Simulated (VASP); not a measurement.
BN:

```
B N
1.0
     0.00803    1.80483    1.80483
     1.80483    0.00803    1.80483
     1.81286    1.81286    0.00000
B N
1 1
Direct
  0.00001 0.00001 0.99999
  0.24999 0.24999 0.25001
```

This cell differs from its parent crystal: shear xy strain +0.9%.

Base run:

```yaml
Program: VASP 6.6.1
Functional: PBE
Potentials_or_basis: VASP PAW PBE potentials, release 64 (B, N)
Cutoff: 520 eV
k_mesh: 12 × 12 × 12
Occupations: fermi-dirac, width 0.02 eV
Spin: no spin polarisation
```

Its results: band gap on the k mesh 4.44 eV, indirect (least direct gap 8.70 eV); pressure 5.1 GPa; largest force 0.016 eV/Å.

**Question.** The run is repeated on the same cell with these changes: functional from PBE to r2SCAN; occupations from fermi-dirac, width 0.02 eV to gaussian, width 0.01 eV. What comes out?

**Answer.** Band gap on the k mesh 4.96 eV, indirect (least direct gap 9.41 eV); pressure 1.2 GPa; largest force 0.007 eV/Å.

Caveats: the PAW data sets were made with another functional, which shifts forces and pressure a little (some runs).

A k mesh can miss the band edges.
